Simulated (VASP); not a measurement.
MgHg2O3: single point with r2SCAN+rVV10

Crystal: MgHg2O3.

```xyz
6
Lattice="2.7728 -4.5448 0.0000 2.7728 4.5448 0.0000 0.0000 0.0000 3.7467" Properties=species:S:1:pos:R:3 pbc="T T T"
Mg    2.7728    0.0000    0.0000
Hg    1.3864    2.2724    1.8734
Hg    1.3864   -2.2724    1.8734
O     2.7728    1.8362    0.0000
O     2.7728   -1.8362    0.0000
O     0.0000    0.0000    1.8734
```

```json
{
 "Program": "VASP 6.6.1",
 "Task": "single point",
 "Functional": "r2SCAN",
 "Dispersion": "rVV10",
 "Potentials or basis": "VASP PAW PBE potentials, release 64 (Mg, Hg, O)",
 "Cutoff": "520 eV",
 "k mesh": "6 × 6 × 8",
 "Occupations": "fermi-dirac, width 0.03 eV",
 "Spin": "no spin polarisation"
}
```

```json
{"Pressure": "1.2 GPa", "Largest force": "0.041 eV/Å", "Band gap on the k mesh": "zero (band 22 reaches 1.45 eV, above the bottom of band 23 at 1.17 eV)"}
```

Forces on the atoms (eV/Å):
```
Mg   0.000  0.000  0.000
Hg   0.000  0.000  0.000
Hg   0.000  0.000  0.000
O    0.000 -0.041  0.000
O    0.000  0.041  0.000
O    0.000  0.000  0.000
```

Stress tensor (GPa, compression positive):
```
1.68 0.00 0.00
0.00 0.46 0.00
0.00 0.00 1.44
```

Levels at points of the mesh, in eV from the Fermi level:
```csv
k point,band 19,band 20,band 21,band 22,band 23,band 24,band 25,band 26
"(0.00, 0.00, 0.00)",-1.85,-1.24,-1.23,-0.14,-0.09,4.28,5.06,5.16
"(0.50, 0.00, 0.00)",-1.59,-1.34,-0.69,-0.04,1.03,1.70,4.65,5.07
"(0.50, 0.50, 0.00)",-1.49,-0.28,-0.17,0.02,1.09,1.66,5.19,5.42
"(0.00, 0.00, 0.50)",-1.62,-1.35,-1.05,-0.56,2.48,2.96,4.78,5.50
"(0.50, 0.00, 0.50)",-1.80,-1.42,-0.64,-0.30,2.35,3.44,4.32,5.26
"(0.50, 0.50, 0.50)",-1.10,-0.55,-0.52,0.17,2.11,3.35,4.13,6.56
```

Wall time 27 min on 1 thread of AMD EPYC 7R13, on a shared host, peak memory 0.48 GiB.

Caveat: the PAW data sets were made with another functional, which shifts forces and pressure a little; spin-orbit coupling is left out, which moves the levels of the heavy elements.
